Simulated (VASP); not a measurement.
# Pb (Pm-3m) in VASP: further runs

Pb is run at these levels: RPBE; tasks: single point.

All numbers are computed with VASP 6.6.1; they aren't measurements. Logs are shortened: lines on timing, memory, paths and dates and some standing lists are left out, and cuts for length are marked.

## (1) The cell of the first run

The structure is cubic, space group Pm-3m (No. 221). Conventional cell: a = 3.159 Å, b = 3.159 Å, c = 3.159 Å, α = 90.00°, β = 90.00°, γ = 90.00°. Pb (site symmetry m-3m) has 6 Pb at 3.16 Å within 4.2 Å.

This isn't the form of Pb at room conditions, which is fcc.

## (2) Single point, RPBE (31.53 Å³/atom)

File INCAR:

```
PREC = Accurate
ENCUT = 520
EDIFF = 1E-6
ISMEAR = -1
SIGMA = 0.1
LREAL = False
LASPH = True
NELM = 100
ALGO = Normal
ISIF = 2
LWAVE = False
LCHARG = False
GGA = RP
NBANDS = 13
```

File KPOINTS:

```
regular mesh
0
Gamma
  11 11 11
```

File POSCAR:

```
Pb
1.0
    3.1591949757      0.0000000000      0.0000000000
    0.0000000000      3.1591949757      0.0000000000
    0.0000000000      0.0000000000      3.1591949757
Pb
1
Direct
    0.0000000000      0.0000000000      0.0000000000
```

Potentials or basis: VASP PAW PBE potentials, release 64 (Pb_d).

Command:

```bash
$ cat potpaw_PBE.64/Pb_d/POTCAR > POTCAR
$ mpirun -np 1 vasp_std > vasp.out
```

OUTCAR:

```text
PREC = Accurate
   ENCUT = 520
   EDIFF = 1E-6
   ISMEAR = -1
   LREAL = False
   LASPH = True
   NELM = 100
   ISIF = 2
   GGA = RP

 ion  position               nearest neighbor table
   1  0.000  0.000  0.000-

  LATTYP: Found a simple cubic cell.
 ALAT       =     3.1591949757

  Lattice vectors:

 A1 = (   3.1591949757,   0.0000000000,   0.0000000000)
 A2 = (   0.0000000000,   3.1591949757,   0.0000000000)
 A3 = (   0.0000000000,   0.0000000000,   3.1591949757)

Analysis of symmetry for initial positions (statically):
=====================================================================
 Subroutine PRICEL returns:
 Original cell was already a primitive cell.

 Routine SETGRP: Setting up the symmetry group for a
 simple cubic supercell.

 Subroutine GETGRP returns: Found 48 space group operations
 (whereof 48 operations were pure point group operations)
 out of a pool of 48 trial point group operations.

The static configuration has the point symmetry O_h .

Analysis of symmetry for dynamics (positions and initial velocities):
=====================================================================
 Subroutine PRICEL returns:
 Original cell was already a primitive cell.

 Routine SETGRP: Setting up the symmetry group for a
 simple cubic supercell.

 Subroutine GETGRP returns: Found 48 space group operations
 (whereof 48 operations were pure point group operations)
 out of a pool of 48 trial point group operations.

The dynamic configuration has the point symmetry O_h .

 Subroutine INISYM returns: Found 48 space group operations
 (whereof 48 operations are pure point group operations),
 and found     1 'primitive' translations

----------------------------------------------------------------------------------------

                                     Primitive cell

  volume of cell :      31.5304

  direct lattice vectors                    reciprocal lattice vectors
     3.159194976  0.000000000  0.000000000     0.316536335  0.000000000  0.000000000
     0.000000000  3.159194976  0.000000000     0.000000000  0.316536335  0.000000000
     0.000000000  0.000000000  3.159194976     0.000000000  0.000000000  0.316536335

  length of vectors
     3.159194976  3.159194976  3.159194976     0.316536335  0.316536335  0.316536335

  position of ions in fractional coordinates (direct lattice)
     0.000000000  0.000000000  0.000000000

  ion indices of the primitive-cell ions
   primitive index   ion index
                 1           1

----------------------------------------------------------------------------------------

 KPOINTS: regular mesh

Automatic generation of k-mesh.
 Grid dimensions read from file:
 generate k-points for:   11   11   11

 Generating k-lattice:

  Cartesian coordinates                     Fractional coordinates (reciprocal lattice)
     0.028776030  0.000000000  0.000000000     0.090909091  0.000000000  0.000000000
     0.000000000  0.028776030  0.000000000     0.000000000  0.090909091  0.000000000
     0.000000000  0.000000000  0.028776030     0.000000000  0.000000000  0.090909091

  Length of vectors
     0.028776030  0.028776030  0.028776030

  Shift w.r.t. Gamma in fractional coordinates (k-lattice)
     0.000000000  0.000000000  0.000000000

 Subroutine IBZKPT returns following result:
 ===========================================

 Found     56 irreducible k-points:

 Following reciprocal coordinates:
            Coordinates               Weight
  0.000000  0.000000  0.000000      1.000000
  0.090909  0.000000  0.000000      6.000000
  0.181818  0.000000  0.000000      6.000000
  0.272727  0.000000  0.000000      6.000000
  0.363636  0.000000  0.000000      6.000000
  0.454545  0.000000  0.000000      6.000000
[... 16 lines left out ...]
  0.181818  0.090909  0.090909     24.000000
  0.272727  0.090909  0.090909     24.000000
 [... further k-points ...]
   k-points           NKPTS =     56   k-points in BZ     NKDIM =     56   number of bands    NBANDS=     13
   number of dos      NEDOS =    301   number of ions     NIONS =      1
   total plane-waves  NPLWV =  13824
   dimension x,y,z NGX =    24 NGY =   24 NGZ =   24
   dimension x,y,z NGXF=    48 NGYF=   48 NGZF=   48
   ions per type =               1
   NGX,Y,Z   is equivalent  to a cutoff of  12.63, 12.63, 12.63 a.u.
   NGXF,Y,Z  is equivalent  to a cutoff of  25.26, 25.26, 25.26 a.u.
 SYSTEM =  unknown system
   PREC   = accura    normal or accurate (medium, high low for compatibility)
   ISTART =      0    job   : 0-new  1-cont  2-samecut
   ICHARG =      2    charge: 1-file 2-atom 10-const
   ISPIN  =      1    spin polarized calculation?
   LNONCOLLINEAR =      F non collinear calculations
   LSORBIT =      F    spin-orbit coupling
   LASPH  =      T    aspherical Exc in radial PAW
   ENCUT  =  520.0 eV  38.22 Ry    6.18 a.u.   5.87  5.87  5.87*2*pi/ulx,y,z
   NELM   =    100;   NELMIN=  2; NELMDL= -5     # of ELM steps
   EDIFF  = 0.1E-05   stopping-criterion for ELM
   LREAL  =      F    real-space projection
   EDIFFG = 0.1E-04   stopping-criterion for IOM
   NSW    =      0    number of steps for IOM
   IBRION =     -1    ionic relax: 0-MD 1-quasi-New 2-CG
   NFREE  =      0    steps in history (QN), initial steepest desc. (CG)
   ISIF   =      2    stress and relaxation
   ISYM   =      2    0-nonsym 1-usesym 2-fastsym
   POTIM  = 0.5000    time-step for ionic-motion
   TEBEG  =    0.0;   TEEND  =   0.0 temperature during run
   PSTRESS=    0.0 pullay stress
   NELECT =      14.0000    total number of electrons
   NUPDOWN=      -1.0000    fix difference up-down
   EMIN   =  10.00;   EMAX   =-10.00  energy-range for DOS
   EFERMI =   0.00;   METHOD = LEGACY
   ISMEAR =    -1;   SIGMA  =   0.10  broadening in eV -4-tet -1-fermi 0-gaus
   EFERMI_NEDOS =   21; number of points for ismear=-14 and -15
   IALGO  =     38    algorithm
   IMIX   =      4    mixing-type and parameters
     AMIX     =   0.40;   BMIX     =  1.00
     AMIX_MAG =   1.60;   BMIX_MAG =  1.00
  volume/ion in A,a.u.               =      31.53       212.78
  Fermi-wavevector in a.u.,A,eV,Ry     =   1.248939  2.360152 21.223015  1.559848
  Thomas-Fermi vector in A             =   2.383002
   LORBIT       =      0    0 simple, 1 ext, 2 COOP (PROOUT), +10 PAW based schemes
   GGA     = RP    functional components
   LHFCALC =     F    Hartree Fock is set to
   AEXX    =    0.0000 exact exchange contribution
   IVDW    =     0    specifies the selected vdW correction
   LEPSILON=     F    determine dielectric tensor
   LRPA    =     F    only Hartree local field effects (RPA)
 non-spin polarized calculation
  energy-cutoff  :      520.00
  volume of cell :       31.53
 maximum number of plane-waves:       872
 NGX is ok and might be reduce to    24
   NGX = 11   NGY = 11   NGZ = 11

 number of electron      13.9999997 magnetization

 Free energy of the ion-electron system (eV)
  ---------------------------------------------------
  ext. energy  EPLUGINS =         0.00000000
  ---------------------------------------------------
  free energy    TOTEN  =        -2.92930776 eV

  energy without entropy =       -2.90750277  energy(sigma->0) =       -2.91840527

 E-fermi :   6.7020     XC(G=0):  -9.7886

 val. band max:        6.6712772795   @ k =   0.3636   0.3636   0.2727
 cond. band min:       6.7553606924   @ k =   0.4545   0.3636   0.1818
 fundamental gap:      0.0840834129
 Fermi energy:         6.7019674587

 k-point     1 :       0.0000    0.0000    0.0000
  band No.  band energies     occupation
      1     -10.6454      2.00000
      2     -10.6454      2.00000
      3      -9.9576      2.00000
      4      -9.9576      2.00000
      5      -9.9576      2.00000
      6      -4.8795      2.00000
      7      11.9352      0.00000
      8      11.9352      0.00000
      9      11.9352      0.00000
     10      15.0451      0.00000
     11      16.3763      0.00000
     12      16.3763      0.00000
     13      25.0734      0.00000

 k-point     2 :       0.0909    0.0000    0.0000
  band No.  band energies     occupation
      1     -10.6424      2.00000
      2     -10.6049      2.00000
      3      -9.9727      2.00000
      4      -9.9727      2.00000
      5      -9.9563      2.00000
      6      -4.7549      2.00000
      7      10.4507      0.00000
      8      12.0823      0.00000
      9      12.0823      0.00000
     10      15.4894      0.00000
     11      16.4365      0.00000
     12      17.6696      0.00000
     13      24.3523      0.00000

 k-point     3 :       0.1818    0.0000    0.0000
  band No.  band energies     occupation
      1     -10.6343      2.00000
      2     -10.4974      2.00000
      3     -10.0129      2.00000
      4     -10.0129      2.00000
      5      -9.9529      2.00000
      6      -4.3811      2.00000
      7       8.1044      0.00000
      8      12.5043      0.00000
      9      12.5043      0.00000
     10      15.8296      0.00000
     11      16.6177      0.00000
     12      20.4364      0.00000
     13      22.9810      0.00000

 k-point     4 :       0.2727    0.0000    0.0000
  band No.  band energies     occupation
      1     -10.6237      2.00000
      2     -10.3593      2.00000
      3     -10.0650      2.00000
      4     -10.0650      2.00000
      5      -9.9486      2.00000
      6      -3.7697      2.00000
      7       5.8525      1.99959
      8      13.1382      0.00000
      9      13.1382      0.00000
     10      16.2583      0.00000
     11      16.9184      0.00000
     12      21.6205      0.00000
     13      22.3980      0.00000

 k-point     5 :       0.3636    0.0000    0.0000
  band No.  band energies     occupation
      1     -10.6139      2.00000
      2     -10.2353      2.00000
      3     -10.1124      2.00000
      4     -10.1124      2.00000
      5      -9.9446      2.00000
      6      -2.9911      2.00000
      7       3.9292      2.00000
      8      13.8505      0.00000
      9      13.8505      0.00000
     10      16.8391      0.00000
     11      17.3199      0.00000
     12      20.4702      0.00000
     13      20.6555      0.00000

 k-point     6 :       0.4545    0.0000    0.0000
  band No.  band energies     occupation
      1     -10.6080      2.00000
      2     -10.1630      2.00000
      3     -10.1403      2.00000
      4     -10.1403      2.00000
      5      -9.9422      2.00000
      6      -2.3130      2.00000
      7       2.6656      2.00000
      8      14.3777      0.00000
      9      14.3777      0.00000
     10      17.4892      0.00000
     11      17.7093      0.00000
     12      19.4174      0.00000
     13      19.6975      0.00000

 k-point     7 :       0.0909    0.0909    0.0000
  band No.  band energies     occupation
      1     -10.6209      2.00000
      2     -10.5824      2.00000
      3      -9.9884      2.00000
      4      -9.9721      2.00000
      5      -9.9706      2.00000
      6      -4.6306      2.00000
      7      10.4858      0.00000
      8      10.7000      0.00000
      9      12.2300      0.00000
     10      15.9671      0.00000
     11      17.5354      0.00000
     12      17.8827      0.00000
     13      23.4302      0.00000
[... 193 lines left out ...]
 k-point    20 :       0.4545    0.3636    0.0000
  band No.  band energies     occupation
      1     -10.4036      2.00000
      2     -10.3624      2.00000
      3     -10.1214      2.00000
      4     -10.0910      2.00000
      5      -9.8375      2.00000
      6      -0.5190      2.00000
      7       4.4065      2.00000
      8       6.2401      1.98045
      9      11.3943      0.00000
     10      16.5323      0.00000
     11      19.1054      0.00000
     12      19.9455      0.00000
     13      21.7651      0.00000

 k-point    21 :       0.4545    0.4545    0.0000
  band No.  band energies     occupation
      1     -10.4018      2.00000
      2     -10.3845      2.00000
      3     -10.1181      2.00000
      4     -10.1177      2.00000
      5      -9.7588      2.00000
      6       0.1603      2.00000
      7       4.8719      2.00000
      8       4.9419      2.00000
      9      10.4860      0.00000
     10      17.1323      0.00000
     11      19.6258      0.00000
     12      19.9315      0.00000
     13      22.1337      0.00000

 k-point    22 :       0.0909    0.0909    0.0909
  band No.  band energies     occupation
      1     -10.5795      2.00000
      2     -10.5795      2.00000
      3      -9.9888      2.00000
      4      -9.9861      2.00000
      5      -9.9861      2.00000
      6      -4.5066      2.00000
      7      10.5270      0.00000
      8      10.8389      0.00000
      9      10.8389      0.00000
     10      17.2909      0.00000
     11      17.9415      0.00000
     12      17.9415      0.00000
     13      23.3038      0.00000

 k-point    23 :       0.1818    0.0909    0.0909
  band No.  band energies     occupation
      1     -10.5716      2.00000
      2     -10.4691      2.00000
      3     -10.0301      2.00000
      4     -10.0274      2.00000
      5      -9.9833      2.00000
      6      -4.1349      2.00000
      7       8.3689      0.00000
      8      11.0373      0.00000
      9      11.2402      0.00000
     10      17.7401      0.00000
     11      18.0830      0.00000
     12      20.4463      0.00000
     13      21.7079      0.00000

 k-point    24 :       0.2727    0.0909    0.0909
  band No.  band energies     occupation
      1     -10.5613      2.00000
      2     -10.3268      2.00000
      3     -10.0843      2.00000
      4     -10.0809      2.00000
      5      -9.9786      2.00000
      6      -3.5275      2.00000
      7       6.1156      1.99434
      8      11.6487      0.00000
      9      11.8548      0.00000
     10      17.9051      0.00000
     11      18.1063      0.00000
     12      20.4839      0.00000
     13      20.5051      0.00000

 [... further k-points ...]
[... 5 lines left out ...]
  --------------------------------------------------------------------------------------
  -------------------------------------------------------------------------------------
  Total        1.0805989      1.0805989      1.0805989      0.0000000      0.0000000      0.0000000
  in kB       54.9092891     54.9092891     54.9092891      0.0000000      0.0000000      0.0000000
  external PRESSURE =      54.9092891 kB  Pullay stress =       0.0000000 kB

 VOLUME and BASIS-vectors are now :
 -----------------------------------------------------------------------------
  energy-cutoff  :      520.00
  volume of cell :       31.53
      direct lattice vectors                 reciprocal lattice vectors
     3.159194976  0.000000000  0.000000000     0.316536335  0.000000000  0.000000000
     0.000000000  3.159194976  0.000000000     0.000000000  0.316536335  0.000000000
     0.000000000  0.000000000  3.159194976     0.000000000  0.000000000  0.316536335

 POSITION                                       TOTAL-FORCE (eV/Angst)
 -----------------------------------------------------------------------------------
      0.00000      0.00000      0.00000         0.000000      0.000000      0.000000
 -----------------------------------------------------------------------------------
    total drift:                                0.000000     -0.000000     -0.000000

  FREE ENERGIE OF THE ION-ELECTRON SYSTEM (eV)
  ---------------------------------------------------
  free  energy   TOTEN  =        -2.9293077649 eV

  energy  without entropy=       -2.9075027734  energy(sigma->0) =       -2.91840527
```

It took 24 s on 1 thread of AMD EPYC 7R13, shared host; peak memory 0.12 GiB.

Results:

- Free energy: -2.9293 eV
- Pressure: 5.5 GPa
- Band gap on the k mesh: zero (bands 7 and 8 overlap by 6.99 eV)

Caveat: the cell stands under pressure; the PAW data sets were made with another functional, which shifts forces and pressure a little; spin-orbit coupling is left out, which moves the levels of the heavy elements.

## (3) Single point, RPBE (34.40 Å³/atom)

This run uses another cell than the first one, of 34.40 Å³/atom.

File INCAR:

```
SYSTEM = Pb
  PREC = Accurate
  ENCUT = 520
  EDIFF = 1E-6
  ISMEAR = -1
  SIGMA = 0.1
  LREAL = .False.
  LASPH = .True.
  NELM = 100
  ALGO = Normal
  ISIF = 2
  LWAVE = .False.
  LCHARG = .False.
  GGA = RP
  NBANDS = 13
```

File KPOINTS:

```
regular mesh
0
Gamma
  11 11 11
  0 0 0
```

File POSCAR:

```
Pb
1.0
    3.2521653400      0.0000000000      0.0000000000
    0.0000000000      3.2521653400      0.0000000000
    0.0000000000      0.0000000000      3.2521653400
Pb
1
Direct
    0.0000000000      0.0000000000      0.0000000000
```

Potentials or basis: VASP PAW PBE potentials, release 64 (Pb_d).

Command:

```bash
$ cat potpaw_PBE.64/Pb_d/POTCAR > POTCAR
$ mpirun -np 1 vasp_std > vasp.out
```

It took 23 s on 1 thread of AMD EPYC 7R13, shared host; peak memory 0.12 GiB.

Results (log left out):

```yaml
Free_energy: -2.9900 eV
Pressure: 1.5 GPa
Band_gap_on_the_k_mesh: zero (bands 7 and 8 overlap by 6.49 eV)
```

Levels at points of the mesh, in eV from the Fermi level:
| k point | band 4 | band 5 | band 6 | band 7 | band 8 | band 9 | band 10 | band 11 |
| --- | --- | --- | --- | --- | --- | --- | --- | --- |
| (0.00, 0.00, 0.00) | -16.66 | -16.66 | -11.04 | 4.91 | 4.91 | 4.91 | 7.73 | 9.21 |

Caveat: the PAW data sets were made with another functional, which shifts forces and pressure a little; spin-orbit coupling is left out, which moves the levels of the heavy elements.

## (4) Single point, RPBE (35.83 Å³/atom)

This run uses another cell than the first one, of 35.83 Å³/atom.

File INCAR:

```
PREC     = Accurate       # precision mode
ENCUT    = 520            # plane-wave cutoff, eV
EDIFF    = 1E-6           # SCF threshold, eV
ISMEAR   = -1             # smearing method
SIGMA    = 0.1            # smearing width, eV
LREAL    = F              # projectors in reciprocal space
LASPH    = T              # aspherical terms in the spheres
NELM     = 100            # most SCF steps
ALGO     = Normal         # electronic algorithm
ISIF     = 2              # what is computed and relaxed
LWAVE    = F              # write WAVECAR
LCHARG   = F              # write CHGCAR
GGA      = RP             # functional
NBANDS   = 13             # bands
```

File KPOINTS:

```
Automatic mesh
0
Gamma
  11 11 11
```

File POSCAR:

```
Pb
1.0
    3.2967210868      0.0000000000      0.0000000000
    0.0000000000      3.2967210868      0.0000000000
    0.0000000000      0.0000000000      3.2967210868
Pb
1
Direct
    0.0000000000      0.0000000000      0.0000000000
```

Command:

```bash
$ cat potpaw_PBE.64/Pb_d/POTCAR > POTCAR
$ mpirun -np 1 vasp_std > vasp.out
```

Run time: 37 s. Hardware: 1 thread of AMD EPYC 7R13, shared host; peak memory 0.14 GiB.

Results (log left out):

* Free energy: -2.9972 eV
* Pressure: 0.1 GPa
* Band gap on the k mesh: zero (bands 7 and 8 overlap by 6.26 eV)

Levels at points of the mesh, in eV from the Fermi level:
```tsv
k point	band 5	band 6	band 7	band 8	band 9	band 10
(0.00, 0.00, 0.00)	-16.67	-10.81	4.76	4.76	4.76	7.45
```

Caveat: the PAW data sets were made with another functional, which shifts forces and pressure a little; spin-orbit coupling is left out, which moves the levels of the heavy elements.

(Continued in part 2 of 2.)
